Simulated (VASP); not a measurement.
# HfN (Fm-3m) in VASP: notebook

The runs below take HfN through single point, relaxation of cell and atoms, with PBEsol.

Program: VASP 6.6.1. These are calculated values, not measurements. Logs are shortened: lines on timing, memory, paths and dates and some standing lists are left out, and cuts for length are marked.

## Step 1: The cell of the first run

The structure is cubic, space group Fm-3m (No. 225). The conventional cell has a = 4.503 Å, b = 4.503 Å, c = 4.503 Å, α = 90.00°, β = 90.00°, γ = 90.00°. Hf (site symmetry m-3m) has 6 N at 2.25 Å within 3.0 Å. N (site symmetry m-3m) has 6 Hf at 2.25 Å within 3.0 Å.

## Step 2: Single point, PBEsol

INCAR

```
ALGO = Normal ; EDIFF = 1E-6
ENCUT = 520 ; GGA = PS
ISIF = 2 ; ISMEAR = -1
LASPH = T ; LCHARG = F
LREAL = F ; LWAVE = F
NBANDS = 14 ; NELM = 60
PREC = Accurate ; SIGMA = 0.15
```

KPOINTS

```
k-points
0
Gamma
  16 16 16
```

POSCAR

```
HfN
1.0
    0.0000000000      2.2512552814      2.2512552814
    2.2512552814      0.0000000000      2.2512552814
    2.2512552814      2.2512552814      0.0000000000
Hf N
1 1
Direct
    0.0000000000      0.0000000000      0.0000000000
    0.5000000000      0.5000000000      0.5000000000
```

Potentials or basis: VASP PAW PBE potentials, release 64 (Hf_pv, N).

Command:

```bash
cat potpaw_PBE.64/Hf_pv/POTCAR potpaw_PBE.64/N/POTCAR > POTCAR
mpirun -np 1 vasp_std > vasp.out
```

OUTCAR:

```text
EDIFF = 1E-6
   ENCUT = 520
   GGA = PS
   ISIF = 2
   ISMEAR = -1
   LASPH = T
   LREAL = F
   NELM = 60
   PREC = Accurate

 ion  position               nearest neighbor table
   1  0.000  0.000  0.000-   2 2.25   2 2.25   2 2.25   2 2.25   2 2.25   2 2.25
   2  0.500  0.500  0.500-   1 2.25   1 2.25   1 2.25   1 2.25   1 2.25   1 2.25

  LATTYP: Found a face centered cubic cell.
 ALAT       =     4.5025105628

  Lattice vectors:

 A1 = (   0.0000000000,   2.2512552814,   2.2512552814)
 A2 = (   2.2512552814,   0.0000000000,   2.2512552814)
 A3 = (   2.2512552814,   2.2512552814,   0.0000000000)

Analysis of symmetry for initial positions (statically):
=====================================================================
 Subroutine PRICEL returns:
 Original cell was already a primitive cell.

 Routine SETGRP: Setting up the symmetry group for a
 face centered cubic supercell.

 Subroutine GETGRP returns: Found 48 space group operations
 (whereof 48 operations were pure point group operations)
 out of a pool of 48 trial point group operations.

The static configuration has the point symmetry O_h .

Analysis of symmetry for dynamics (positions and initial velocities):
=====================================================================
 Subroutine PRICEL returns:
 Original cell was already a primitive cell.

 Routine SETGRP: Setting up the symmetry group for a
 face centered cubic supercell.

 Subroutine GETGRP returns: Found 48 space group operations
 (whereof 48 operations were pure point group operations)
 out of a pool of 48 trial point group operations.

The dynamic configuration has the point symmetry O_h .

 Subroutine INISYM returns: Found 48 space group operations
 (whereof 48 operations are pure point group operations),
 and found     1 'primitive' translations

----------------------------------------------------------------------------------------

                                     Primitive cell

  volume of cell :      22.8194

  direct lattice vectors                    reciprocal lattice vectors
     0.000000000  2.251255281  2.251255281    -0.222098313  0.222098313  0.222098313
     2.251255281  0.000000000  2.251255281     0.222098313 -0.222098313  0.222098313
     2.251255281  2.251255281  0.000000000     0.222098313  0.222098313 -0.222098313

  length of vectors
     3.183755751  3.183755751  3.183755751     0.384685562  0.384685562  0.384685562

[... 88 lines left out ...]
   POTIM  = 0.5000    time-step for ionic-motion
   TEBEG  =    0.0;   TEEND  =   0.0 temperature during run
   PSTRESS=    0.0 pullay stress
   NELECT =      15.0000    total number of electrons
   NUPDOWN=      -1.0000    fix difference up-down
   EMIN   =  10.00;   EMAX   =-10.00  energy-range for DOS
   EFERMI =   0.00;   METHOD = LEGACY
   ISMEAR =    -1;   SIGMA  =   0.15  broadening in eV -4-tet -1-fermi 0-gaus
   EFERMI_NEDOS =   21; number of points for ismear=-14 and -15
   IALGO  =     38    algorithm
   IMIX   =      4    mixing-type and parameters
     AMIX     =   0.40;   BMIX     =  1.00
     AMIX_MAG =   1.60;   BMIX_MAG =  1.00
  volume/ion in A,a.u.               =      11.41        77.00
  Fermi-wavevector in a.u.,A,eV,Ry     =   1.423433  2.689899 27.567619  2.026163
  Thomas-Fermi vector in A             =   2.544031
   LORBIT       =      0    0 simple, 1 ext, 2 COOP (PROOUT), +10 PAW based schemes
   GGA     = PS    functional components
   LHFCALC =     F    Hartree Fock is set to
   AEXX    =    0.0000 exact exchange contribution
   IVDW    =     0    specifies the selected vdW correction
   LEPSILON=     F    determine dielectric tensor
   LRPA    =     F    only Hartree local field effects (RPA)
 non-spin polarized calculation
  energy-cutoff  :      520.00
  volume of cell :       22.82
 maximum number of plane-waves:       636
   NGX = 11   NGY = 11   NGZ = 11

 number of electron      15.0000001 magnetization

 Free energy of the ion-electron system (eV)
  ---------------------------------------------------
  ext. energy  EPLUGINS =         0.00000000
  ---------------------------------------------------
  free energy    TOTEN  =       -23.01441415 eV

  energy without entropy =      -22.97161082  energy(sigma->0) =      -22.99301249

 E-fermi :   8.2866     XC(G=0): -12.9477

 val. band max:        8.2854021191   @ k =   0.3750   0.1250   0.0000
 cond. band min:       8.2906475145   @ k =   0.0625   0.0625   0.0000
 fundamental gap:      0.0052453954
 Fermi energy:         8.2865593250

 k-point     1 :       0.0000    0.0000    0.0000
  band No.  band energies     occupation
      1     -22.7275      2.00000
      2     -22.7275      2.00000
      3     -22.7275      2.00000
      4      -9.2097      2.00000
      5       5.2941      2.00000
      6       5.2941      2.00000
      7       5.2941      2.00000
      8       7.9139      1.84606
      9       7.9139      1.84606
     10       7.9139      1.84606
     11      10.2011      0.00001
     12      10.2600      0.00000
     13      10.2600      0.00000
     14      17.8535      0.00000
[... 377 lines left out ...]
      1     -22.8290      2.00000
      2     -22.7528      2.00000
      3     -22.7294      2.00000
      4      -8.9651      2.00000
      5       4.2580      2.00000
      6       4.6101      2.00000
      7       4.9304      2.00000
      8       8.0893      1.57671
      9       8.0909      1.57316
     10       8.5431      0.30629
     11      10.3943      0.00000
     12      11.2139      0.00000
     13      11.3227      0.00000
     14      18.6633      0.00000

 [... further k-points ...]

------------------------ aborting loop because EDIFF is reached ----------------------------------------

  FORCE on cell =-STRESS in cart. coord.  units (eV):
  Direction    XX          YY          ZZ          XY          YZ          ZX
  --------------------------------------------------------------------------------------
  -------------------------------------------------------------------------------------
  Total       -0.3145149     -0.3145149     -0.3145149      0.0000000      0.0000000     -0.0000000
  in kB      -22.0824695    -22.0824695    -22.0824695      0.0000000      0.0000000     -0.0000000
  external PRESSURE =     -22.0824695 kB  Pullay stress =       0.0000000 kB

 VOLUME and BASIS-vectors are now :
 -----------------------------------------------------------------------------
  energy-cutoff  :      520.00
  volume of cell :       22.82
      direct lattice vectors                 reciprocal lattice vectors
     0.000000000  2.251255281  2.251255281    -0.222098313  0.222098313  0.222098313
     2.251255281  0.000000000  2.251255281     0.222098313 -0.222098313  0.222098313
     2.251255281  2.251255281  0.000000000     0.222098313  0.222098313 -0.222098313

 POSITION                                       TOTAL-FORCE (eV/Angst)
 -----------------------------------------------------------------------------------
      0.00000      0.00000      0.00000        -0.000000     -0.000000     -0.000000
      2.25126      2.25126      2.25126         0.000000      0.000000      0.000000
 -----------------------------------------------------------------------------------
    total drift:                                0.000000     -0.000000     -0.000000

  FREE ENERGIE OF THE ION-ELECTRON SYSTEM (eV)
  ---------------------------------------------------
  free  energy   TOTEN  =       -23.0144141512 eV

  energy  without entropy=      -22.9716108233  energy(sigma->0) =      -22.99301249
```

stdout:

```text
POSCAR found type information on POSCAR HfN
 POSCAR found :  2 types and       2 ions
 scaLAPACK will be used
 -----------------------------------------------------------------------------
|                                                                             |
|                                                                             |
|     You enforced a specific xc type in the INCAR file but a different       |
|     I HOPE YOU KNOW WHAT YOU ARE DOING!                                     |
|                                                                             |
 -----------------------------------------------------------------------------

 LDA part: xc-table for (Slater+PW92), standard interpolation
 POSCAR, INCAR and KPOINTS ok, starting setup
 FFT: planning ... GRIDC
 FFT: planning ... GRID_SOFT
 FFT: planning ... GRID
 WAVECAR not read
 entering main loop
```

Wall time 26 s (1 thread of AMD EPYC 9R45 (Zen 5), shared host); peak memory 0.15 GiB.

Results:

- Free energy: -23.0144 eV
- Pressure: -2.2 GPa
- Band gap on the k mesh: zero (an odd number of electrons rules out a gap without spin polarisation)

Caveat: the PAW data sets were made with another functional, which shifts forces and pressure a little; spin-orbit coupling is left out, which moves the levels of the heavy elements.

## Step 3: Relaxation of cell and atoms, PBEsol

INCAR

```
SYSTEM = HfN
PREC = Accurate
ENCUT = 600
EDIFF = 1E-7
ISMEAR = -1
SIGMA = 0.15
LREAL = .False.
LASPH = .True.
NELM = 60
ALGO = Normal
ISIF = 3
LWAVE = .False.
LCHARG = .False.
GGA = PS
IBRION = 2
NSW = 80
EDIFFG = -0.001
```

KPOINTS

```
regular mesh
0
Gamma
  16 16 16
  0 0 0
```

POSCAR

```
HfN
1.0
    0.0000000000      2.2508648575      2.2508648575
    2.2508648575      0.0000000000      2.2508648575
    2.2508648575      2.2508648575      0.0000000000
Hf N
1 1
Direct
    0.0000000000      0.0000000000      0.0000000000
    0.5000000000      0.5000000000      0.5000000000
```

Potentials or basis: VASP PAW PBE potentials, release 64 (Hf_pv, N).

Command:

```bash
cat potpaw_PBE.64/Hf_pv/POTCAR potpaw_PBE.64/N/POTCAR > POTCAR
mpirun -np 1 vasp_std > vasp.out
```

It took 78 s on 1 thread of AMD EPYC 9R45 (Zen 5), shared host; peak memory 0.18 GiB.

The run converged. Its results:

```
Free energy                           : -23.0178 eV
Relaxed volume                        : 11.32 Å³/atom
Relaxed cell                          : a = 3.175 Å, b = 3.175 Å, c = 3.175 Å, α = 60.00°, β = 60.00°, γ = 60.00°
Space group after relaxing (to 0.1 Å) : Fm-3m (No. 225)
Energy gained by relaxing             : 0.6 meV/atom
Ionic steps                           : 3
Pressure after relaxing               : 0.0 GPa
Band gap on the k mesh                : zero (an odd number of electrons rules out a gap without spin polarisation)
```

Step by step:
```tsv
step	energy change (eV)	largest force (eV/Å)	pressure (GPa)	volume (Å³)
1	0.0000	0.0000	-2.16	22.81
2	0.0034	0.0000	4.46	22.30
3	-0.0012	0.0000	0.00	22.64
```

Final structure:
```
CELL_PARAMETERS angstrom
0.00000 2.24521 2.24521
2.24521 0.00000 2.24521
2.24521 2.24521 0.00000
ATOMIC_POSITIONS crystal
Hf 0.00000 0.00000 0.00000
N 0.50000 0.50000 0.50000
```

Levels at points of the mesh, in eV from the Fermi level:
```tsv
k point	band 4	band 5	band 6	band 7	band 8	band 9	band 10	band 11
(0.00, 0.00, 0.00)	-17.55	-3.00	-3.00	-3.00	-0.38	-0.38	-0.38	1.99
(0.50, 0.00, 0.00)	-14.66	-9.01	-6.27	-6.27	3.38	3.81	3.81	4.51
(0.50, 0.50, 0.00)	-16.42	-5.38	-3.92	-3.66	-3.66	4.19	5.70	5.74
```

Caveat: the PAW data sets were made with another functional, which shifts forces and pressure a little; spin-orbit coupling is left out, which moves the levels of the heavy elements.

## Step 4: Relaxation of cell and atoms, PBEsol

This run uses another cell than the first one, of 11.48 Å³/atom.

INCAR

```
  ALGO = Normal
  EDIFF = 1E-7
  EDIFFG = -0.002
  ENCUT = 600
  GGA = PS
  IBRION = 2
  ISIF = 3
  ISMEAR = 0
  LASPH = True
  LCHARG = False
  LREAL = False
  LWAVE = False
  NELM = 80
  NSW = 100
  PREC = Accurate
  SIGMA = 0.1
```

KPOINTS

```
k-points
0
Gamma
  16 16 16
```

POSCAR

```
HfN
1.0
    0.0000000000      2.2558601200      2.2558601200
    2.2558601200      0.0000000000      2.2558601200
    2.2558601200      2.2558601200      0.0000000000
Hf N
1 1
Direct
    0.0000000000      0.0000000000      0.0000000000
    0.5000000000      0.5000000000      0.5000000000
```

Command:

```bash
cat potpaw_PBE.64/Hf_pv/POTCAR potpaw_PBE.64/N/POTCAR > POTCAR
mpirun -np 1 vasp_std > vasp.out
```

It took 1.8 min on 1 thread of AMD EPYC 9R45 (Zen 5), shared host; peak memory 0.18 GiB.

The run converged. Its results:

```
Free energy                           : -22.9984 eV
Relaxed volume                        : 11.31 Å³/atom
Relaxed cell                          : a = 3.175 Å, b = 3.175 Å, c = 3.175 Å, α = 60.00°, β = 60.00°, γ = 60.00°
Space group after relaxing (to 0.1 Å) : Fm-3m (No. 225)
Energy gained by relaxing             : 2.2 meV/atom
Ionic steps                           : 6
Pressure after relaxing               : 0.0 GPa
Band gap on the k mesh                : zero (an odd number of electrons rules out a gap without spin polarisation)
```

The path:
```tsv
step	energy change (eV)	largest force (eV/Å)	pressure (GPa)	volume (Å³)
1	0.0000	0.0000	-4.17	22.96
2	0.0131	0.0000	8.98	21.98
3	-0.0044	0.0000	-0.03	22.63
4	-0.0044	0.0000	0.05	22.62
5	-0.0044	0.0000	-0.08	22.63
6	-0.0044	0.0000	0.00	22.62
```

Final structure:
```cif
data_structure
_symmetry_space_group_name_H-M 'P 1'
_symmetry_Int_Tables_number 1
_cell_length_a 3.1746
_cell_length_b 3.1746
_cell_length_c 3.1746
_cell_angle_alpha 60.000
_cell_angle_beta 60.000
_cell_angle_gamma 60.000
_cell_volume 22.62
loop_
_atom_site_label
_atom_site_type_symbol
_atom_site_fract_x
_atom_site_fract_y
_atom_site_fract_z
_atom_site_occupancy
Hf1 Hf 0.00000 0.00000 0.00000 1
N1 N 0.50000 0.50000 0.50000 1
```

Levels at points of the mesh, in eV from the Fermi level:
```csv
k point,band 4,band 5,band 6,band 7,band 8,band 9,band 10,band 11
"(0.00, 0.00, 0.00)",-17.54,-3.00,-3.00,-3.00,-0.37,-0.37,-0.37,2.00
"(0.50, 0.00, 0.00)",-14.66,-9.01,-6.26,-6.26,3.39,3.82,3.82,4.52
"(0.50, 0.50, 0.00)",-16.42,-5.38,-3.92,-3.66,-3.66,4.20,5.70,5.71
```

Caveat: the PAW data sets were made with another functional, which shifts forces and pressure a little; spin-orbit coupling is left out, which moves the levels of the heavy elements.

## Step 5: The runs side by side

| task | cell | cutoff (eV) | smearing | gap on the mesh (eV) | pressure (GPa) | relaxed volume (Å³/atom) |
| --- | --- | --- | --- | --- | --- | --- |
| single point | a = 3.184 Å, angles 60.0°, 2 atoms | 520 | fermi-dirac 0.15 eV | none | -2.2 | - |
| relaxation of cell and atoms | relaxed from a = 3.183 Å, angles 60.0°, 2 atoms | 600 | fermi-dirac 0.15 eV | none | 0.0 | 11.32 |
| relaxation of cell and atoms | relaxed from a = 3.190 Å, angles 60.0°, 2 atoms | 600 | gaussian 0.1 eV | none | 0.0 | 11.31 |

Alike in all rows: level PBEsol; potentials or basis VASP PAW PBE potentials, release 64 (Hf_pv, N); no spin polarisation; k mesh 16 × 16 × 16.

Caveats: the PAW data sets were made with another functional, which shifts forces and pressure a little; spin-orbit coupling is left out, which moves the levels of the heavy elements.

Total energies depend on the potentials used, so only differences within one code and one set of settings carry meaning.
